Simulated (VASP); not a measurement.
Ba2ScCuO4:

```
CELL_PARAMETERS angstrom
4.17696 0.00000 0.00000
0.00000 4.17696 0.00000
0.00000 0.00000 8.07886
ATOMIC_POSITIONS crystal
Ba 0.50000 0.50000 0.76798
Ba 0.50000 0.50000 0.23202
Sc 0.00000 0.00000 0.00000
Cu 0.00000 0.00000 0.50000
O 0.00000 0.50000 0.00000
O 0.50000 0.00000 0.00000
O 0.00000 0.00000 0.72467
O 0.00000 0.00000 0.27533
```

```yaml
Program: VASP 6.6.1
Task: relaxation of cell and atoms
Functional: LDA
Potentials_or_basis: VASP PAW LDA potentials, release 64 (Ba_sv, Sc_sv, Cu, O)
Cutoff: 600 eV
k_mesh: 3 × 3 × 2
Occupations: gaussian, width 0.01 eV
Spin: no spin polarisation
```

At the start: pressure -7.5 GPa; volume 17.62 Å³/atom.

Question: How do energy, volume and symmetry change on relaxing?

Answer: Over 12 steps the energy falls by 32.7 meV/atom and the volume is 16.32 Å³/atom (-7.4 %); space group P4/mmm (No. 123, to 0.1 Å) before and after.

The path:
| step | energy change (eV) | largest force (eV/Å) | pressure (GPa) | volume (Å³) |
| --- | --- | --- | --- | --- |
| 1 | 0.0000 | 0.3632 | -7.51 | 140.95 |
| 2 | -0.0830 | 1.2584 | 7.16 | 124.75 |
| 3 | -0.2486 | 0.4276 | -0.36 | 131.60 |
| 4 | -0.2586 | 0.1665 | 0.03 | 130.57 |
| 5 | -0.2591 | 0.1458 | -0.06 | 130.76 |
| 6 | -0.2613 | 0.0769 | 0.05 | 130.53 |
| 7 | -0.2618 | 0.0195 | 0.15 | 130.33 |
| 8 | -0.2618 | 0.0266 | 0.14 | 130.35 |
| 9 | -0.2619 | 0.0247 | -0.13 | 130.59 |
| 10 | -0.2619 | 0.0170 | -0.03 | 130.50 |
| 11 | -0.2619 | 0.0178 | 0.03 | 130.49 |
| 12 | -0.2619 | 0.0038 | -0.04 | 130.53 |

Final structure:
```
Ba Sc Cu O
1.0
     4.08107    0.00000    0.00000
     0.00000    4.08107    0.00000
     0.00000    0.00000    7.83693
Ba Sc Cu O
2 1 1 4
Cartesian
  2.0405 2.0405 6.0044
  2.0405 2.0405 1.8325
  0.0000 0.0000 0.0000
  0.0000 0.0000 3.9185
  0.0000 2.0405 0.0000
  2.0405 0.0000 0.0000
  0.0000 0.0000 5.6838
  0.0000 0.0000 2.1531
```

Caveat: the k points lie up to 0.51 Å⁻¹ apart in the final cell.
